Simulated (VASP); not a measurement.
# Pb (Fd-3m) in VASP: further runs

The runs below take Pb through single point, relaxation of cell and atoms, with RPBE.

All numbers are computed with VASP 6.6.1; they aren't measurements. Logs are shortened: lines on timing, memory, paths and dates and some standing lists are left out, and cuts for length are marked.

## 1. The cell of the first run

Symmetry: Fd-3m, No. 227, cubic system. The conventional cell has a = 7.356 Å, b = 7.356 Å, c = 7.356 Å, α = 90.00°, β = 90.00°, γ = 90.00°. Within 4.2 Å of Pb (site symmetry -43m) lie 4 Pb at 3.19 Å.

## 2. Single point, RPBE (volume scaled by 1.08)

The input, INCAR:

```
SYSTEM = Pb
  ALGO = Normal
  EDIFF = 1E-6
  ENCUT = 520
  GGA = RP
  ISIF = 2
  ISMEAR = -1
  LASPH = .TRUE.
  LCHARG = .FALSE.
  LREAL = .FALSE.
  LWAVE = .FALSE.
  NBANDS = 21
  NELM = 100
  PREC = Accurate
  SIGMA = 0.1
```

The input, KPOINTS:

```
k-points
0
G
  9 9 9
  0 0 0
```

The input, POSCAR:

```
Pb
1.0
    0.0000000000      3.6781273219      3.6781273219
    3.6781273219      0.0000000000      3.6781273219
    3.6781273219      3.6781273219      0.0000000000
Pb
2
Direct
    0.1250000000      0.1250000000      0.1250000000
    0.8750000000      0.8750000000      0.8750000000
```

Potentials or basis: VASP PAW PBE potentials, release 64 (Pb_d).

On the command line:

```console
$ cat potpaw_PBE.64/Pb_d/POTCAR > POTCAR
$ mpirun -np 1 vasp_std > vasp.out
```

OUTCAR:

```text
SYSTEM = Pb
   EDIFF = 1E-6
   ENCUT = 520
   GGA = RP
   ISIF = 2
   ISMEAR = -1
   LASPH = .TRUE.
   LREAL = .FALSE.
   NELM = 100
   PREC = Accurate

 ion  position               nearest neighbor table
   1  0.125  0.125  0.125-   2 3.19   2 3.19   2 3.19   2 3.19
   2  0.875  0.875  0.875-   1 3.19   1 3.19   1 3.19   1 3.19

  LATTYP: Found a face centered cubic cell.
 ALAT       =     7.3562546438

  Lattice vectors:

 A1 = (   0.0000000000,   3.6781273219,   3.6781273219)
 A2 = (   3.6781273219,   0.0000000000,   3.6781273219)
 A3 = (   3.6781273219,   3.6781273219,   0.0000000000)

Analysis of symmetry for initial positions (statically):
=====================================================================
 Subroutine PRICEL returns:
 Original cell was already a primitive cell.

 Routine SETGRP: Setting up the symmetry group for a
 face centered cubic supercell.

 Subroutine GETGRP returns: Found 48 space group operations
 (whereof 12 operations were pure point group operations)
 out of a pool of 48 trial point group operations.

The static configuration has the point symmetry D_3d.
 The point group associated with its full space group is O_h .

Analysis of symmetry for dynamics (positions and initial velocities):
=====================================================================
 Subroutine PRICEL returns:
 Original cell was already a primitive cell.

 Routine SETGRP: Setting up the symmetry group for a
 face centered cubic supercell.

 Subroutine GETGRP returns: Found 48 space group operations
 (whereof 12 operations were pure point group operations)
 out of a pool of 48 trial point group operations.

The dynamic configuration has the point symmetry D_3d.
 The point group associated with its full space group is O_h .

 Subroutine INISYM returns: Found 48 space group operations
 (whereof 12 operations are pure point group operations),
 and found     1 'primitive' translations

----------------------------------------------------------------------------------------

                                     Primitive cell

  volume of cell :      99.5200

  direct lattice vectors                    reciprocal lattice vectors
     0.000000000  3.678127322  3.678127322    -0.135938742  0.135938742  0.135938742
     3.678127322  0.000000000  3.678127322     0.135938742 -0.135938742  0.135938742
     3.678127322  3.678127322  0.000000000     0.135938742  0.135938742 -0.135938742

  length of vectors
     5.201657543  5.201657543  5.201657543     0.235452807  0.235452807  0.235452807

  position of ions in fractional coordinates (direct lattice)
     0.125000000  0.125000000  0.125000000
[... 72 lines left out ...]
   ISPIN  =      1    spin polarized calculation?
   LNONCOLLINEAR =      F non collinear calculations
   LSORBIT =      F    spin-orbit coupling
   LASPH  =      T    aspherical Exc in radial PAW
   ENCUT  =  520.0 eV  38.22 Ry    6.18 a.u.   9.67  9.67  9.67*2*pi/ulx,y,z
   NELM   =    100;   NELMIN=  2; NELMDL= -5     # of ELM steps
   EDIFF  = 0.1E-05   stopping-criterion for ELM
   LREAL  =      F    real-space projection
   EDIFFG = 0.1E-04   stopping-criterion for IOM
   NSW    =      0    number of steps for IOM
   IBRION =     -1    ionic relax: 0-MD 1-quasi-New 2-CG
   NFREE  =      0    steps in history (QN), initial steepest desc. (CG)
   ISIF   =      2    stress and relaxation
   ISYM   =      2    0-nonsym 1-usesym 2-fastsym
   POTIM  = 0.5000    time-step for ionic-motion
   TEBEG  =    0.0;   TEEND  =   0.0 temperature during run
   PSTRESS=    0.0 pullay stress
   NELECT =      28.0000    total number of electrons
   NUPDOWN=      -1.0000    fix difference up-down
   EMIN   =  10.00;   EMAX   =-10.00  energy-range for DOS
   EFERMI =   0.00;   METHOD = LEGACY
   ISMEAR =    -1;   SIGMA  =   0.10  broadening in eV -4-tet -1-fermi 0-gaus
   EFERMI_NEDOS =   21; number of points for ismear=-14 and -15
   IALGO  =     38    algorithm
   IMIX   =      4    mixing-type and parameters
     AMIX     =   0.40;   BMIX     =  1.00
     AMIX_MAG =   1.60;   BMIX_MAG =  1.00
  volume/ion in A,a.u.               =      49.76       335.80
  Fermi-wavevector in a.u.,A,eV,Ry     =   1.072731  2.027167 15.656923  1.150751
  Thomas-Fermi vector in A             =   2.208509
   LORBIT       =      0    0 simple, 1 ext, 2 COOP (PROOUT), +10 PAW based schemes
   GGA     = RP    functional components
   LHFCALC =     F    Hartree Fock is set to
   AEXX    =    0.0000 exact exchange contribution
   IVDW    =     0    specifies the selected vdW correction
   LEPSILON=     F    determine dielectric tensor
   LRPA    =     F    only Hartree local field effects (RPA)
 non-spin polarized calculation
  energy-cutoff  :      520.00
  volume of cell :       99.52
 maximum number of plane-waves:      2733
   NGX = 19   NGY = 19   NGZ = 19

 number of electron      27.9999995 magnetization

 Free energy of the ion-electron system (eV)
  ---------------------------------------------------
  ext. energy  EPLUGINS =         0.00000000
  ---------------------------------------------------
  free energy    TOTEN  =        -5.90459036 eV

  energy without entropy =       -5.87664920  energy(sigma->0) =       -5.89061978

 E-fermi :   2.8519     XC(G=0):  -7.3729

 val. band max:        2.7898552839   @ k =   0.1111   0.1111   0.0000
 cond. band min:       2.9804226800   @ k =  -0.1111   0.1111   0.0000
 fundamental gap:      0.1905673961
 Fermi energy:         2.8519383148

 k-point     1 :       0.0000    0.0000    0.0000
  band No.  band energies     occupation
      1     -14.1047      2.00000
      2     -14.1047      2.00000
      3     -14.1047      2.00000
      4     -14.0584      2.00000
      5     -14.0584      2.00000
      6     -13.8065      2.00000
[... 565 lines left out ...]
     20      10.6977      0.00000
     21      12.3333      0.00000

 [... further k-points ...]
[... 5 lines left out ...]
  --------------------------------------------------------------------------------------
  -------------------------------------------------------------------------------------
  Total       -0.8957342     -0.8957342     -0.8957342      0.0000000      0.0000000      0.0000000
  in kB      -14.4204724    -14.4204724    -14.4204724      0.0000000      0.0000000      0.0000000
  external PRESSURE =     -14.4204724 kB  Pullay stress =       0.0000000 kB

 VOLUME and BASIS-vectors are now :
 -----------------------------------------------------------------------------
  energy-cutoff  :      520.00
  volume of cell :       99.52
      direct lattice vectors                 reciprocal lattice vectors
     0.000000000  3.678127322  3.678127322    -0.135938742  0.135938742  0.135938742
     3.678127322  0.000000000  3.678127322     0.135938742 -0.135938742  0.135938742
     3.678127322  3.678127322  0.000000000     0.135938742  0.135938742 -0.135938742

 POSITION                                       TOTAL-FORCE (eV/Angst)
 -----------------------------------------------------------------------------------
      0.91953      0.91953      0.91953        -0.000000      0.000000     -0.000000
      6.43672      6.43672      6.43672         0.000000     -0.000000      0.000000
 -----------------------------------------------------------------------------------
    total drift:                                0.000000      0.000000     -0.000000

  FREE ENERGIE OF THE ION-ELECTRON SYSTEM (eV)
  ---------------------------------------------------
  free  energy   TOTEN  =        -5.9045903594 eV

  energy  without entropy=       -5.8766491955  energy(sigma->0) =       -5.89061978
```

Run time: 2.4 min. Hardware: 1 thread of AMD EPYC 7R13, shared host; peak memory 0.22 GiB.

What came out:

```yaml
Free_energy: -5.9046 eV
Pressure: -1.4 GPa
Band_gap_on_the_k_mesh: zero (band 14 reaches 3.18 eV, above the bottom of band 15 at 2.33 eV)
```

Caveat: the PAW data sets were made with another functional, which shifts forces and pressure a little; spin-orbit coupling is left out, which moves the levels of the heavy elements.

(Part 1 of 2 ends here.)
